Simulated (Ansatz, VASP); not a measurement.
# Ge: VASP beside Ansatz

```xyz
12
Lattice="4.0639 0.0000 0.0000 0.0000 7.1680 0.0000 0.0000 0.0000 11.5246" Properties=species:S:1:pos:R:3 pbc="T T T"
Ge    3.7010    2.3546    2.4110
Ge    1.6690    1.2294    3.3513
Ge    2.3949    5.9386    3.3513
Ge    0.3630    4.8134    2.4110
Ge    0.3630    4.8134    9.1136
Ge    2.3949    5.9386    8.1733
Ge    1.6690    1.2294    8.1733
Ge    3.7010    2.3546    9.1136
Ge    3.0351    6.4123    5.7623
Ge    1.0031    4.3397    0.0000
Ge    3.0608    2.8283    0.0000
Ge    1.0288    0.7557    5.7623
```

Alike in both runs: functional PBE; k mesh 4 × 4 × 2; occupations gaussian, width 0.1 eV; no spin polarisation.

Ansatz relaxed the structure, and its values are those at the end. VASP's run is a single point on that final structure, the one shown.

|  | VASP | Ansatz |
| --- | --- | --- |
| version | VASP 6.6.1 | Ansatz 0.2.0 |
| potentials or method | VASP PAW PBE potentials, release 64 (Ge_d), cutoff 520 eV | scalar-relativistic, plane waves, PAW |
| valence electrons in the cell | 168 | 168 |

|  | VASP | Ansatz | Ansatz less VASP |
| --- | --- | --- | --- |
| gap on the k mesh at the Fermi level (eV) | none | none | - |
| pressure (GPa) | 0.0 | 0.0 | +0.04 |
| rms of the force components (eV/Å) | 0.005 | 0.005 | -0.0003 |

A gap of «none» marks a metal or a gap that the smearing closes.

The k mesh is coarse, so the values compare programs but aren't converged.
